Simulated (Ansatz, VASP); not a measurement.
**Fe in VASP and in Ansatz**

```
CELL_PARAMETERS angstrom
-1.43040 1.43040 1.43040
1.43040 -1.43040 1.43040
1.43040 1.43040 -1.43040
ATOMIC_POSITIONS crystal
Fe 0.00000 0.00000 0.00000
```

Change from the starting cell: parallel moments scaled by 0.1, free total moment.

Alike in both runs: task single point; functional PBE; k mesh 12 × 12 × 12; occupations fermi-dirac, width 0.05 eV; collinear spin; Hubbard terms Fe d U = 5.3 eV.

```csv
,VASP,Ansatz
version,VASP 6.6.1,Ansatz 0.2.0
potentials or method,"VASP PAW PBE potentials, release 64 (Fe_sv), cutoff 690 eV","PAW, plane waves, scalar-relativistic"
valence electrons in the cell,16,16
```

```tsv
	VASP	Ansatz	Ansatz less VASP
pressure (GPa)	19.7	20.3	+0.57
net moment per atom (μB)	2.87	2.82	-0.052
size of the moment on the site where the two differ most (μB)	3.11	2.89	-0.223
```

Site moments also hang on the region over which each program counts them. The programs project onto different local orbitals, so the same U acts differently, and such runs can settle in different states. Ansatz's warnings: filled band counts differ across k points.
